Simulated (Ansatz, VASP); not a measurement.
## Two plane-wave programs on LiF

```
Li F
1.0
     0.00000    1.98379    2.01400
     2.01400    0.00000    2.01400
     2.01400    1.98379    0.00000
Li F
1 1
Direct
  0.00000 0.00000 0.00000
  0.50000 0.50000 0.50000
```

Change from the starting cell: strain -0.0150 x Voigt [0, 1, 0, 0, 0, 0], atoms carried along.

Alike in both runs: task single point; functional PBE; k mesh 10 × 10 × 10; occupations gaussian, width 0.05 eV; no spin polarisation.

```csv
,VASP,Ansatz
version,VASP 6.6.1,Ansatz 0.2.0
potentials or method,"VASP PAW PBE potentials, release 64 (Li_sv, F), cutoff 520 eV","scalar-relativistic, plane waves, PAW"
valence electrons in the cell,10,10
```

VASP gave:

| Quantity | Value |
| --- | --- |
| gap on the k mesh at the Fermi level (eV) | 9.22 |
| least direct gap on the mesh (eV) | 9.22 |

Task: What did Ansatz give for the same quantities?

Result: gap on the k mesh at the Fermi level (eV): 9.21; least direct gap on the mesh (eV): 9.21.

Noted on VASP's run: the cutoff is short for stress, so the pressure is rough.
